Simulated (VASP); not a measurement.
Crystal: Tb4S.

```
CELL_PARAMETERS angstrom
-3.58336 3.58336 2.80167
3.58336 -3.58336 2.80167
3.58336 3.58336 -2.80167
ATOMIC_POSITIONS crystal
Tb 0.77104 0.77104 0.54209
Tb 0.22896 0.22896 0.45791
Tb 0.77104 0.22896 0.00000
Tb 0.22896 0.77104 0.00000
S 0.50000 0.50000 0.00000
```

The cell was generated, and may not be a known phase.

| Item | Value |
| --- | --- |
| Program | VASP 6.6.1 |
| Task | relaxation of cell and atoms |
| Functional | PBE |
| Potentials or basis | VASP PAW PBE potentials, release 64 (Tb_3, S), 4f in core |
| Cutoff | 500 eV |
| k mesh | 4 × 4 × 4 |
| Occupations | gaussian, width 0.1 eV |
| Spin | no spin polarisation |

At the start: pressure 3.8 GPa; volume 28.78 Å³/atom.

Problem. Where does the relaxation end?

Solution. Over 10 steps the energy falls by 263.7 meV/atom and the volume is 34.59 Å³/atom (+20.2 %); space group I4/mmm (No. 139, to 0.1 Å) before and after.

The path:
| step | energy change (eV) | largest force (eV/Å) | pressure (GPa) | volume (Å³) |
| --- | --- | --- | --- | --- |
| 1 | 0.0000 | 0.5383 | 3.78 | 143.90 |
| 2 | -0.9959 | 0.9607 | 0.71 | 157.50 |
| 3 | -1.0554 | 0.9244 | 0.36 | 160.79 |
| 4 | -1.0564 | 0.8640 | -0.05 | 167.18 |
| 5 | -1.0729 | 0.8925 | 0.09 | 164.03 |
| 6 | -1.2140 | 0.4953 | 0.35 | 166.28 |
| 7 | -1.2765 | 0.0199 | 0.83 | 168.93 |
| 8 | -1.3116 | 0.1003 | -0.56 | 175.45 |
| 9 | -1.3124 | 0.0865 | -0.38 | 174.56 |
| 10 | -1.3185 | 0.0004 | -0.10 | 172.97 |

Final structure:
```
Tb S
1.0
    -3.60251    3.60251    3.33201
     3.60251   -3.60251    3.33201
     3.60251    3.60251   -3.33201
Tb S
4 1
Direct
  0.75418 0.75418 0.50836
  0.24582 0.24582 0.49164
  0.75418 0.24582 0.00000
  0.24582 0.75418 0.00000
  0.50000 0.50000 0.00000
```

Caveat: the volume moved by over 15 % at a fixed basis, so the end points are rough; the run has no spin polarisation, though such a crystal can be magnetic.
